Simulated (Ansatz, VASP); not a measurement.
**Cd: VASP beside Ansatz**

Contents of INCAR:

```
  PREC = Accurate
  ENCUT = 540
  EDIFF = 1E-6
  ISMEAR = 0
  SIGMA = 0.1
  LREAL = F
  LASPH = T
  NELM = 120
  ALGO = Normal
  ISIF = 2
  LWAVE = F
  LCHARG = F
  GGA = PE
  NBANDS = 16
  GGA_COMPAT = F
```

The input KPOINTS:

```
regular mesh
0
Gamma
  8 6 4
```

Contents of POSCAR:

```
Cd
1.0
    2.4895367600      0.0000000000      0.0000000000
    0.0000000000      2.6078128200      0.0000000000
    0.0000000000      0.0000000000      6.1122773000
Cd
1
Direct
    0.5000000000      0.5000000000      0.5000000000
```

Input for Ansatz:

```yaml
crystal:
  lattice:
    - [2.48953676, 0.0, 0.0]
    - [0.0, 2.60781282, 0.0]
    - [0.0, 0.0, 6.1122773]
  atoms:
    - { symbol: Cd, position: [0.5, 0.5, 0.5] }
basis:
  ecutwfc: 420
kpoints:
  mp_grid: { grid: [8, 6, 4] }
hamiltonian:
  xc: pbe
scf:
  occupations: { method: gaussian, width: 0.1 }
  lower_state_search: "off"
output:
  forces: true
  stress: true
  eigenvalues: true
```

Alike in both runs: task single point; functional PBE; k mesh 8 × 6 × 4; occupations gaussian, width 0.1 eV; no spin polarisation.

|  | VASP | Ansatz |
| --- | --- | --- |
| version | VASP 6.6.1 | Ansatz 0.2.0 |
| potentials or method | VASP PAW PBE potentials, release 64 (Cd_sv_GW), cutoff 540 eV | scalar-relativistic, plane waves, PAW |
| valence electrons in the cell | 20 | 20 |

|  | VASP | Ansatz | Ansatz less VASP |
| --- | --- | --- | --- |
| gap on the k mesh at the Fermi level (eV) | none | none | - |
| pressure (GPa) | 8.8 | 10.0 | +1.21 |
| traceless stress, the component that is largest in VASP (GPa) | -10.32 | -10.24 | +0.079 |

A gap of «none» marks a metal or a gap that the smearing closes.

The k mesh is coarse, so the values compare programs but aren't converged.
